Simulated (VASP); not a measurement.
# Cu6Mo (Pm-3m) in VASP: a series of runs, part 2 of 2

VASP 6.6.1. The steps go on from the part before.

## Step 3: Relaxation of cell and atoms, PBE

This run uses another cell than the first one, of 15.49 Å³/atom.

Contents of INCAR:

```
PREC = Accurate ; ENCUT = 600
EDIFF = 1E-6 ; ISMEAR = 0
SIGMA = 0.1 ; LREAL = False
LASPH = True ; NELM = 80
ALGO = Fast ; ISIF = 3
LWAVE = False ; LCHARG = False
GGA = PE ; IBRION = 2
NSW = 90 ; EDIFFG = -0.04
```

Contents of KPOINTS:

```
regular mesh
0
Gamma
  4 4 4
```

Contents of POSCAR:

```
Cu6Mo
1.0
    4.7680039300      0.0000000000      0.0000000000
    0.0000000000      4.7680039300      0.0000000000
    0.0000000000      0.0000000000      4.7680039300
Cu Mo
6 1
Direct
    0.2099999900      0.5000000000      0.5000000000
    0.5000000000      0.2099999900      0.5000000000
    0.7900000100      0.5000000000      0.5000000000
    0.5000000000      0.7900000100      0.5000000000
    0.5000000000      0.5000000000      0.2099999900
    0.5000000000      0.5000000000      0.7900000100
    0.0000000000      0.0000000000      0.0000000000
```

Potentials or basis: VASP PAW PBE potentials, release 64 (Cu, Mo_sv).

Run with:

```console
cat potpaw_PBE.64/Cu/POTCAR potpaw_PBE.64/Mo_sv/POTCAR > POTCAR
mpirun -np 1 vasp_std > vasp.out
```

OUTCAR:

```text
PREC = Accurate
   ENCUT = 600
   EDIFF = 1E-6
   ISMEAR = 0
   LREAL = False
   LASPH = True
   NELM = 80
   ISIF = 3
   GGA = PE
   IBRION = 2
   NSW = 90
   EDIFFG = -0.04

 ion  position               nearest neighbor table
   1  0.210  0.500  0.500-   2 1.96   4 1.96   5 1.96   6 1.96   3 2.00   3 2.77
   2  0.500  0.210  0.500-   1 1.96   3 1.96   5 1.96   6 1.96   4 2.00   4 2.77
   3  0.790  0.500  0.500-   2 1.96   4 1.96   5 1.96   6 1.96   1 2.00   1 2.77
   4  0.500  0.790  0.500-   1 1.96   3 1.96   5 1.96   6 1.96   2 2.00   2 2.77
   5  0.500  0.500  0.210-   1 1.96   2 1.96   3 1.96   4 1.96   6 2.00   6 2.77
   6  0.500  0.500  0.790-   1 1.96   2 1.96   3 1.96   4 1.96   5 2.00   5 2.77
   7  0.000  0.000  0.000-

  LATTYP: Found a simple cubic cell.
 ALAT       =     4.7680039300

[... 785 lines left out ...]
  Total      104.4572740    104.4572740    104.4572740     -0.0000000      0.0000000     -0.0000000
  in kB     1277.4850182   1277.4850182   1277.4850182     -0.0000000      0.0000000     -0.0000000
  external PRESSURE =    1277.4850182 kB  Pullay stress =       0.0000000 kB
[... 1059 lines left out ...]
     47       4.3861      0.00000
     48       4.4222      0.00000

[... ionic steps 4 to 16 ...]

--------------------------------------- Ionic step       17  -------------------------------------------

 number of electron      79.9999845 magnetization

------------------------ aborting loop because EDIFF is reached ----------------------------------------
[... 77 lines left out ...]
--------------------------------------- Ionic step       19  -------------------------------------------

 number of electron      79.9999816 magnetization

 Free energy of the ion-electron system (eV)
  ---------------------------------------------------
  ext. energy  EPLUGINS =         0.00000000
  ---------------------------------------------------
  free energy    TOTEN  =       -19.98193321 eV

  energy without entropy =      -19.87278929  energy(sigma->0) =      -19.92736125

 E-fermi :   2.3674     XC(G=0):  -9.1514

 val. band max:        2.3671204627   @ k =   0.2500   0.2500   0.0000
 cond. band min:       2.3749322047   @ k =   0.5000   0.5000   0.2500
 fundamental gap:      0.0078117420
 Fermi energy:         2.3674358157
[... 542 lines left out ...]
  FREE ENERGIE OF THE ION-ELECTRON SYSTEM (eV)
  ---------------------------------------------------
  free  energy   TOTEN  =       -19.9819332137 eV

  energy  without entropy=      -19.8727892877  energy(sigma->0) =      -19.92736125

 reached required accuracy - stopping structural energy minimisation
```

CONTCAR:

```text
Cu6Mo
   1.00000000000000
     5.4783530109430281   -0.0000000000000000    0.0000000000000000
     0.0000000000000000    5.4783530109430281    0.0000000000000000
    -0.0000000000000000    0.0000000000000000    5.4783530109430281
  Cu              Mo
     6     1
Direct
     0.1980836790205054    0.5000000000000000    0.5000000000000000
     0.5000000000000000    0.1980836790205054    0.5000000000000000
     0.8019163209794949    0.5000000000000000    0.5000000000000000
     0.5000000000000000    0.8019163209794949    0.5000000000000000
     0.5000000000000000    0.5000000000000000    0.1980836790205054
     0.5000000000000000    0.5000000000000000    0.8019163209794949
     0.0000000000000000    0.0000000000000000    0.0000000000000000

  0.00000000E+00  0.00000000E+00  0.00000000E+00
  0.00000000E+00  0.00000000E+00  0.00000000E+00
  0.00000000E+00  0.00000000E+00  0.00000000E+00
  0.00000000E+00  0.00000000E+00  0.00000000E+00
  0.00000000E+00  0.00000000E+00  0.00000000E+00
  0.00000000E+00  0.00000000E+00  0.00000000E+00
  0.00000000E+00  0.00000000E+00  0.00000000E+00
```

It took 34 min on 1 thread of Intel Xeon 6975P-C (Granite Rapids), shared host; peak memory 0.28 GiB.

What came out:

* Free energy: -19.9819 eV
* Relaxed volume: 23.49 Å³/atom
* Relaxed cell: a = 5.478 Å, b = 5.478 Å, c = 5.478 Å, α = 90.00°, β = 90.00°, γ = 90.00°
* Space group after relaxing (to 0.1 Å): Pm-3m (No. 221)
* Pressure after relaxing: -0.2 GPa
* Largest force after relaxing: 0.014 eV/Å
* Band gap on the k mesh: zero (bands 40 and 41 overlap by 0.27 eV)

Forces in eV/Å, atoms in the order of the input:
```
Cu   0.014  0.000  0.000
Cu   0.000  0.014  0.000
Cu  -0.014  0.000  0.000
Cu   0.000 -0.014  0.000
Cu   0.000  0.000  0.014
Cu   0.000  0.000 -0.014
Mo   0.000  0.000  0.000
```

Final structure:
```
Cu Mo
1.0
     5.47835    0.00000    0.00000
     0.00000    5.47835    0.00000
     0.00000    0.00000    5.47835
Cu Mo
6 1
Cartesian
  1.0852 2.7392 2.7392
  2.7392 1.0852 2.7392
  4.3932 2.7392 2.7392
  2.7392 4.3932 2.7392
  2.7392 2.7392 1.0852
  2.7392 2.7392 4.3932
  0.0000 0.0000 0.0000
```

Levels at points of the mesh, in eV from the Fermi level:
```csv
k point,band 36,band 37,band 38,band 39,band 40,band 41,band 42,band 43,band 44,band 45
"(0.00, 0.00, 0.00)",-0.40,-0.40,-0.12,0.07,0.07,0.07,0.11,0.11,0.11,1.14
"(0.50, 0.00, 0.00)",-0.92,-0.19,-0.19,-0.07,0.10,0.13,0.67,0.71,1.71,1.71
"(0.50, 0.50, 0.00)",-1.13,-1.11,-0.75,-0.10,-0.09,-0.09,0.17,0.31,1.36,2.21
"(0.50, 0.50, 0.50)",-1.13,-1.10,-1.10,0.18,0.18,0.46,0.46,0.46,0.63,0.63
```

Caveat: the volume moved by over 15 % at a fixed basis, so the end points are rough.
